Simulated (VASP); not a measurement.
Hf:

```
Hf
1.0
    -1.80500    1.80500    1.80500
     1.80500   -1.80500    1.80500
     1.80500    1.80500   -1.80500
Hf
1
Cartesian
  0.0000 0.0000 0.0000
```

| Property | Result |
| --- | --- |
| Program | VASP 6.6.1 |
| Task | relaxation of cell and atoms |
| Functional | PBE |
| Dispersion | D4 |
| Potentials or basis | VASP PAW PBE potentials, release 64 (Hf_pv) |
| Cutoff | 600 eV |
| k mesh | 9 × 9 × 9 |
| Occupations | fermi-dirac, width 0.05 eV |
| Spin | no spin polarisation |

At the start: pressure -6.4 GPa; volume 23.52 Å³/atom.

Task: Where does the relaxation end?

Result: Over 5 steps the energy falls by 34.5 meV/atom and the volume is 21.90 Å³/atom (-6.9 %); space group Im-3m (No. 229, to 0.05 Å).

The path:
| step | energy change (eV) | largest force (eV/Å) | pressure (GPa) | volume (Å³) |
| --- | --- | --- | --- | --- |
| 1 | 0.0000 | 0.0000 | -6.42 | 23.52 |
| 2 | -0.0028 | 0.0000 | 7.37 | 20.46 |
| 3 | -0.0345 | 0.0000 | -0.10 | 21.90 |
| 4 | -0.0345 | 0.0000 | 0.07 | 21.87 |
| 5 | -0.0345 | 0.0000 | -0.04 | 21.90 |

Final structure:
```xyz
1
Lattice="-1.7626 1.7626 1.7626 1.7626 -1.7626 1.7626 1.7626 1.7626 -1.7626" Properties=species:S:1:pos:R:3 pbc="T T T"
Hf    0.0000    0.0000    0.0000
```

Caveat: pairwise dispersion overbinds metals, which lowers pressure and volume.
